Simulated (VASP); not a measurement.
# Pd (Im-3m) in VASP: a series of runs, part 2 of 2

VASP 6.6.1.

## Step 3: Single point, PBEsol

This run uses another cell than the first one, of 14.44 Å³/atom, 0.985 times its volume.

The input, INCAR:

```
ALGO     = Normal         # electronic algorithm
EDIFF    = 1E-6           # SCF threshold, eV
ENCUT    = 500            # plane-wave cutoff, eV
GGA      = PS             # functional
GGA_COMPAT= False        
ISIF     = 2              # what is computed and relaxed
ISMEAR   = -1             # smearing method
LASPH    = True           # aspherical terms in the spheres
LCHARG   = True           # write CHGCAR
LELF     = True           # ELF
LREAL    = False          # projectors in reciprocal space
LVHAR    = True         
LWAVE    = False          # write WAVECAR
NBANDS   = 11             # bands
NELM     = 120            # most SCF steps
PREC     = Accurate       # precision mode
SIGMA    = 0.05           # smearing width, eV
```

The input, KPOINTS:

```
k-points
0
Gamma
  12 12 12
```

The input, POSCAR:

```
Pd
1.0
   -1.5340226933      1.5340226933      1.5340226933
    1.5340226933     -1.5340226933      1.5340226933
    1.5340226933      1.5340226933     -1.5340226933
Pd
1
Direct
    0.0000000000      0.0000000000      0.0000000000
```

Potentials or basis: VASP PAW PBE potentials, release 64 (Pd).

Launch:

```console
> cat potpaw_PBE.64/Pd/POTCAR > POTCAR
> mpirun -np 1 vasp_std > vasp.out
```

Run time: 11 s. Hardware: 1 thread of AMD EPYC 7R43 (Zen 3), shared host; peak memory 0.09 GiB.

Results (log left out):

* Free energy: -5.9134 eV
* Pressure: 2.8 GPa
* Band gap on the k mesh: zero (band 5 reaches 10.62 eV, above the bottom of band 6 at 8.87 eV)

Levels at points of the mesh, in eV from the Fermi level:
| k point | band 1 | band 2 | band 3 | band 4 | band 5 | band 6 | band 7 | band 8 | band 9 | band 10 |
| --- | --- | --- | --- | --- | --- | --- | --- | --- | --- | --- |
| (0.00, 0.00, 0.00) | -7.36 | -3.05 | -3.05 | -3.05 | -0.96 | -0.96 | 19.40 | 19.40 | 19.40 | 26.22 |
| (0.50, 0.00, 0.00) | -5.49 | -4.30 | -1.03 | -0.70 | 0.67 | 1.30 | 8.13 | 15.16 | 18.05 | 24.74 |
| (0.50, 0.50, 0.50) | -5.43 | -5.43 | 0.27 | 0.27 | 0.27 | 9.27 | 9.27 | 9.27 | 17.98 | 17.98 |

Caveat: the PAW data sets were made with another functional, which shifts forces and pressure a little.

## Step 4: Single point, PBEsol

The input, INCAR:

```
SYSTEM = Pd
PREC     = Accurate       ! precision mode
ENCUT    = 500            ! plane-wave cutoff, eV
EDIFF    = 1E-6           ! SCF threshold, eV
ISMEAR   = -1             ! smearing method
SIGMA    = 0.05           ! smearing width, eV
LREAL    = .False.        ! projectors in reciprocal space
LASPH    = .True.         ! aspherical terms in the spheres
NELM     = 120            ! most SCF steps
ALGO     = Normal         ! electronic algorithm
ISIF     = 2              ! what is computed and relaxed
LWAVE    = .False.        ! write WAVECAR
LCHARG   = .False.        ! write CHGCAR
GGA      = PS             ! functional
NBANDS   = 11             ! bands
GGA_COMPAT= .False.
```

The input, KPOINTS:

```
regular mesh
0
Gamma
  12 12 12
  0 0 0
```

The input, POSCAR:

```
Pd
1.0
   -1.5417704141      1.5417704141      1.5417704141
    1.5417704141     -1.5417704141      1.5417704141
    1.5417704141      1.5417704141     -1.5417704141
Pd
1
Direct
    0.0000000000      0.0000000000      0.0000000000
```

Potentials or basis: VASP PAW PBE potentials, release 64 (Pd).

Launch:

```console
> cat potpaw_PBE.64/Pd/POTCAR > POTCAR
> mpirun -np 1 vasp_std > vasp.out
```

OUTCAR:

```text
SYSTEM = Pd
   PREC = Accurate
   ENCUT = 500
   EDIFF = 1E-6
   ISMEAR = -1
   LREAL = .False.
   LASPH = .True.
   NELM = 120
   ISIF = 2
   GGA = PS

 ion  position               nearest neighbor table
   1  0.000  0.000  0.000-

  LATTYP: Found a body centered cubic cell.
 ALAT       =     3.0835408282

  Lattice vectors:

 A1 = (  -1.5417704141,   1.5417704141,   1.5417704141)
 A2 = (   1.5417704141,  -1.5417704141,   1.5417704141)
[... 516 lines left out ...]
     11      35.9264      0.00000

 [... further k-points ...]

------------------------ aborting loop because EDIFF is reached ----------------------------------------

  FORCE on cell =-STRESS in cart. coord.  units (eV):
  Direction    XX          YY          ZZ          XY          YZ          ZX
  --------------------------------------------------------------------------------------
  -------------------------------------------------------------------------------------
  Total       -0.0294926     -0.0294926     -0.0294926     -0.0000000     -0.0000000      0.0000000
  in kB       -3.2233326     -3.2233326     -3.2233326     -0.0000000     -0.0000000      0.0000000
  external PRESSURE =      -3.2233326 kB  Pullay stress =       0.0000000 kB

 VOLUME and BASIS-vectors are now :
 -----------------------------------------------------------------------------
  energy-cutoff  :      500.00
  volume of cell :       14.66
      direct lattice vectors                 reciprocal lattice vectors
    -1.541770414  1.541770414  1.541770414     0.000000000  0.324302500  0.324302500
     1.541770414 -1.541770414  1.541770414     0.324302500  0.000000000  0.324302500
     1.541770414  1.541770414 -1.541770414     0.324302500  0.324302500  0.000000000

 POSITION                                       TOTAL-FORCE (eV/Angst)
 -----------------------------------------------------------------------------------
      0.00000      0.00000      0.00000         0.000000      0.000000      0.000000
 -----------------------------------------------------------------------------------
    total drift:                                0.000000     -0.000000     -0.000000

  FREE ENERGIE OF THE ION-ELECTRON SYSTEM (eV)
  ---------------------------------------------------
  free  energy   TOTEN  =        -5.9151123053 eV

  energy  without entropy=       -5.9058391341  energy(sigma->0) =       -5.91047572
```

Wall time 11 s (1 thread of AMD EPYC 7R43 (Zen 3), shared host); peak memory 0.09 GiB.

Results:

```
Free energy            : -5.9151 eV
Pressure               : -0.3 GPa
Band gap on the k mesh : zero (band 5 reaches 10.35 eV, above the bottom of band 6 at 8.64 eV)
```

Caveat: the PAW data sets were made with another functional, which shifts forces and pressure a little.

## Step 5: Single point, PBEsol

This run uses another cell than the first one, of 14.88 Å³/atom, 1.015 times its volume.

The input, INCAR:

```
PREC = Accurate
ENCUT = 500
EDIFF = 1E-6
ISMEAR = -1
SIGMA = 0.05
LREAL = False
LASPH = True
NELM = 120
ALGO = Normal
ISIF = 2
LWAVE = False
LCHARG = False
GGA = PS
NBANDS = 11
GGA_COMPAT = False
```

The input, KPOINTS:

```
regular mesh
0
Gamma
  12 12 12
```

The input, POSCAR:

```
Pd
1.0
   -1.5494410400      1.5494410400      1.5494410400
    1.5494410400     -1.5494410400      1.5494410400
    1.5494410400      1.5494410400     -1.5494410400
Pd
1
Direct
    0.0000000000      0.0000000000      0.0000000000
```

Launch:

```console
> cat potpaw_PBE.64/Pd/POTCAR > POTCAR
> mpirun -np 1 vasp_std > vasp.out
```

It took 11 s on 1 thread of AMD EPYC 7R43 (Zen 3), shared host; peak memory 0.1 GiB.

It converged, with:

```
Free energy            : -5.9128 eV
Pressure               : -3.1 GPa
Band gap on the k mesh : zero (band 5 reaches 10.08 eV, above the bottom of band 6 at 8.41 eV)
```

Levels at points of the mesh, in eV from the Fermi level:
```
           k point  band 1  band 2  band 3  band 4  band 5  band 6  band 7  band 8  band 9  band 10
(0.00, 0.00, 0.00)   -7.13   -2.91   -2.91   -2.91   -0.91   -0.91   19.33   19.33   19.33    26.41
(0.50, 0.00, 0.00)   -5.26   -4.11   -0.99   -0.68    0.63    1.36    7.87   15.09   17.73    24.27
(0.50, 0.50, 0.50)   -5.18   -5.18    0.25    0.25    0.25    9.15    9.15    9.15   17.57    17.60
```

Caveat: the PAW data sets were made with another functional, which shifts forces and pressure a little.

## Step 6: Overview

| cell | gap on the mesh (eV) | pressure (GPa) |
| --- | --- | --- |
| a = 2.670 Å, angles 109.5°, 1 atom | none | -0.3 |
| a = 2.657 Å, angles 109.5°, 1 atom | none | 2.8 |
| a = 2.684 Å, angles 109.5°, 1 atom | none | -3.1 |

Alike in all rows: task single point; level PBEsol; potentials or basis VASP PAW PBE potentials, release 64 (Pd); no spin polarisation; k mesh 12 × 12 × 12; cutoff (eV) 500; smearing fermi-dirac 0.05 eV.

Caveats: the PAW data sets were made with another functional, which shifts forces and pressure a little.

Total energies depend on the potentials used, so only differences within one code and one set of settings carry meaning.
